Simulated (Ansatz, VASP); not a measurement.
Two plane-wave programs on AlN

File INCAR:

```
SYSTEM = AlN
ALGO = Normal ; EDIFF = 1E-7
ENCUT = 520 ; ISIF = 2
ISMEAR = 0 ; LASPH = .TRUE.
LCHARG = .FALSE. ; LREAL = .FALSE.
LWAVE = .FALSE. ; NBANDS = 11
NELM = 60 ; PREC = Accurate
SIGMA = 0.01
```

The input KPOINTS:

```
k-points
0
G
  10 10 10
  0 0 0
```

The input POSCAR:

```
AlN
1.0
    0.0000000000      2.0491148942      2.0491148942
    2.0491148942      0.0000000000      2.0491148942
    2.0491148942      2.0491148942      0.0000000000
Al N
1 1
Direct
    0.0000000000      0.0000000000      0.0000000000
    0.5000000000      0.5000000000      0.5000000000
```

Input for Ansatz:

```yaml
crystal:
  lattice:
    - [0.0, 2.0491148942, 2.0491148942]
    - [2.0491148942, 0.0, 2.0491148942]
    - [2.0491148942, 2.0491148942, 0.0]
  atoms:
    - { symbol: Al, position: [0.0, 0.0, 0.0] }
    - { symbol: "N", position: [0.5, 0.5, 0.5] }
scf:
  occupations: { method: fixed }
output:
  forces: true
  stress: true
  eigenvalues: true
  write_density: true
  write_potential: true
  elf: true
  volumetric_format: npy
hamiltonian:
  xc: lda
basis:
  ecutwfc: 520
kpoints:
  mp_grid: { grid: [10, 10, 10] }
```

Alike in both runs: task single point; functional LDA; k mesh 10 × 10 × 10; no spin polarisation.

```csv
,VASP,Ansatz
version,VASP 6.6.1,Ansatz 0.2.0
potentials or method,"VASP PAW LDA potentials, release 64 (Al, N), cutoff 520 eV","scalar-relativistic, plane waves, PAW"
occupations,"gaussian, width 0.01 eV",fixed
valence electrons in the cell,8,8
```

|  | VASP | Ansatz | Ansatz less VASP |
| --- | --- | --- | --- |
| gap on the k mesh at the Fermi level (eV) | 4.08 | 4.09 | +0.011 |
| least direct gap on the mesh (eV) | 5.20 | 5.18 | -0.016 |
| pressure (GPa) | -15.2 | -15.7 | -0.45 |

LDA's correlation is that of Perdew and Zunger in VASP and of Perdew and Wang (1992) in Ansatz.
